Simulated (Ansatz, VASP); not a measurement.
## Ru: VASP beside Ansatz

```
Ru
1.0
     2.55505    0.00000    0.00000
    -1.27752    2.21274    0.00000
     0.00000    0.00000    4.35822
Ru
2
Direct
  0.33333 0.66667 0.25000
  0.66667 0.33333 0.75000
```

Change from the starting cell: strain -0.050 along x and y, +0.025 along z, atoms carried along.

Alike in both runs: task single point; functional PBEsol; k mesh 24 × 24 × 14; occupations gaussian, width 0.15 eV; no spin polarisation.

|  | VASP | Ansatz |
| --- | --- | --- |
| version | VASP 6.6.1 | Ansatz 0.2.0 |
| potentials or method | VASP PAW PBE potentials, release 64 (Ru_pv), cutoff 520 eV | scalar-relativistic, plane waves, PAW |
| valence electrons in the cell | 28 | 32 |

VASP gave:

* gap on the k mesh at the Fermi level (eV): none
* pressure (GPa): 34.4
* traceless stress, the component that is largest in VASP (GPa): -32.34

Problem. Which values does Ansatz return?

Solution. gap on the k mesh at the Fermi level (eV): none; pressure (GPa): 34.2; traceless stress, the component that is largest in VASP (GPa): -32.29.

VASP's potentials were made for PBE, not for PBEsol. A gap of «none» marks a metal or a gap that the smearing closes. Both programs put the cell under a high pressure, so it lies far from rest at this level. VASP's potentials hold 28 valence electrons a cell and Ansatz's 32, so a difference there can come from the potentials and not from the codes.
